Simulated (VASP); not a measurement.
The system is LiNO3.

```
Li N O
1.0
     2.32750    1.34378    4.94517
    -2.32750    1.34378    4.94517
     0.00000   -2.68757    4.94517
Li N O
2 2 6
Cartesian
  0.0000 0.0000 0.0000
  0.0000 0.0000 7.4178
  0.0000 0.0000 3.7089
  0.0000 0.0000 11.1266
  -1.0696 1.3438 8.6541
  -0.6290 -1.5982 8.6541
  1.6985 0.2544 8.6541
  1.0696 -1.3438 6.1815
  0.6290 1.5982 6.1815
  -1.6985 -0.2544 6.1815
```

| Quantity | Value |
| --- | --- |
| Program | VASP 6.6.1 |
| Task | relaxation of cell and atoms |
| Functional | LDA |
| Potentials or basis | VASP PAW LDA potentials, release 64 (Li_sv, N, O) |
| Cutoff | 600 eV |
| k mesh | 6 × 6 × 6 |
| Occupations | gaussian, width 0.1 eV |
| Spin | no spin polarisation |

At the start: pressure -4.2 GPa; volume 9.28 Å³/atom.

How do energy, volume and symmetry change on relaxing?

Over 5 steps the energy falls by 7.5 meV/atom and the volume is 8.65 Å³/atom (-6.8 %); space group R-3c (No. 167, to 0.1 Å) before and after.

Step by step:
| step | energy change (eV) | largest force (eV/Å) | pressure (GPa) | volume (Å³) |
| --- | --- | --- | --- | --- |
| 1 | 0.0000 | 0.2228 | -4.17 | 92.80 |
| 2 | 0.0550 | 1.6880 | 5.08 | 89.60 |
| 3 | -0.0168 | 0.3628 | -1.34 | 91.73 |
| 4 | -0.0569 | 0.1952 | -0.81 | 89.28 |
| 5 | -0.0752 | 0.0037 | 0.07 | 86.45 |

Final structure:
```
Li N O
1.0
     2.28394    1.31863    4.78434
    -2.28394    1.31863    4.78434
     0.00000   -2.63727    4.78434
Li N O
2 2 6
Direct
  0.00000 0.00000 0.00000
  0.50000 0.50000 0.50000
  0.25000 0.25000 0.25000
  0.75000 0.75000 0.75000
  0.52411 0.97589 0.25000
  0.25000 0.52411 0.97589
  0.97589 0.25000 0.52411
  0.47589 0.02411 0.75000
  0.75000 0.47589 0.02411
  0.02411 0.75000 0.47589
```

Caveat: the cutoff is under 1.25 times the usual one of these potentials, so pressure, stress and relaxed cells hold a basis-set (Pulay) error; the standard files for N, O and F lose accuracy on very short bonds.
